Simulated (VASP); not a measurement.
Input of a VASP 6.6.1 run:

Contents of INCAR:

```
SYSTEM = SnO
PREC = Accurate ; ENCUT = 520
EDIFF = 1E-6 ; ISMEAR = 0
SIGMA = 0.05 ; LREAL = .FALSE.
LASPH = .TRUE. ; NELM = 80
ALGO = Normal ; ISIF = 2
LWAVE = .FALSE. ; LCHARG = .TRUE.
LDIPOL = .TRUE. ; IDIPOL = 3
DIPOL = 0.5 0.5 0.408 ; GGA = PE
IVDW = 12 ; LELF = .TRUE.
LVHAR = .TRUE. ; LVACPOTAV = .TRUE.
NBANDS = 50
```

Contents of KPOINTS:

```
regular mesh
0
G
  7 7 1
  0 0 0
```

POSCAR

```
SnO
1.0
    3.8201527101      0.0002954416      0.0000000000
   -0.0003145269      3.8201527086      0.0000000000
    0.0000000000      0.0000000000     22.2260751773
Sn O
4 4
Direct
    0.9999452874      0.9999452874      0.2024648960
    0.4999452874      0.4999452874      0.3087831537
    0.7499452874      0.7499452874      0.5067488299
    1.2499452874      1.2499452874      0.6130670876
    0.9999461031      0.4999461031      0.2556240249
    0.4999461031      0.9999461031      0.2556240249
    0.7499444717      1.2499444717      0.5599079587
    1.2499444717      0.7499444717      0.5599079587
```

Potentials or basis: VASP PAW PBE potentials, release 64 (Sn_d, O).

Command:

```bash
$ cat potpaw_PBE.64/Sn_d/POTCAR potpaw_PBE.64/O/POTCAR > POTCAR
$ mpirun -np 1 vasp_std > vasp.out
```

Task: Predict the band gap on the k mesh.

Result: 2.58 eV (least direct gap 2.61 eV).

Task: Predict the largest force.

Result: 0.140 eV/Å.

Task: Predict the dispersion energy per atom.

Result: -0.153 eV.

Forces on the atoms (eV/Å):
```
Sn  -0.002 -0.002 -0.084
Sn  -0.011 -0.011  0.140
Sn   0.011  0.011 -0.140
Sn   0.002  0.002  0.084
O   -0.013  0.005  0.005
O    0.005 -0.013  0.005
O   -0.005  0.013 -0.005
O    0.013 -0.005 -0.005
```

Caveat: the cell differs from its parent crystal (layers slid over each other); spin-orbit coupling is left out, which moves the levels of the heavy elements.
